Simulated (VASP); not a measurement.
## Yb: single point with PBE

Yb:

```
CELL_PARAMETERS angstrom
0.00000 2.74310 2.74310
2.74310 0.00000 2.74310
2.74310 2.74310 0.00000
ATOMIC_POSITIONS crystal
Yb 0.00000 0.00000 0.00000
```

```json
{
  "Program": "VASP 6.6.1",
  "Task": "single point",
  "Functional": "PBE",
  "Potentials or basis": "VASP PAW PBE potentials, release 64 (Yb)",
  "Cutoff": "520 eV",
  "k mesh": "7 × 7 × 7",
  "Occupations": "fermi-dirac, width 0.05 eV",
  "Spin": "collinear spin, ferromagnetic start",
  "Starting moments": "[0.8] μB",
  "Fixed moment": "0.8 μB"
}
```

```
Pressure                                              : -2.3 GPa
Net moment                                            : 0.80 μB per cell
Site moments                                          : Yb +0.37 μB
Valence electrons inside the program's atomic spheres : Yb 22.01
```

Run time: 5.9 min on 1 thread of Intel(R) Xeon(R) Platinum 8375C CPU @ 2.90GHz (Ice Lake), with other jobs on the host, peak memory 0.22 GiB.

Caveat: the total moment is fixed, so each spin has its own Fermi level. The state reached can hang on the start; a lower one may exist.
